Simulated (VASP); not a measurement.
Input of a VASP 6.6.1 run:

The input INCAR:

```
PREC = Accurate
ENCUT = 520
EDIFF = 1E-7
ISMEAR = -1
SIGMA = 0.2
LREAL = False
LASPH = True
NELM = 100
ALGO = Normal
ISIF = 2
LWAVE = False
LCHARG = False
GGA = PE
NBANDS = 18
```

File KPOINTS:

```
Automatic mesh
0
Gamma
  10 10 10
```

File POSCAR:

```
ZnCu
1.0
    2.9837544443      0.0000000000      0.0000000000
    0.0000000000      2.9837544443      0.0000000000
    0.0000000000      0.0000000000      2.9837544443
Zn Cu
1 1
Direct
    0.5000000000      0.5000000000      0.5000000000
    0.0000000000      0.0000000000      0.0000000000
```

Potentials or basis: VASP PAW PBE potentials, release 64 (Zn, Cu).

Run with:

```sh
$ cat potpaw_PBE.64/Zn/POTCAR potpaw_PBE.64/Cu/POTCAR > POTCAR
$ mpirun -np 1 vasp_std > vasp.out
```

Q: What does it give for the pressure?

A: -1.6 GPa.
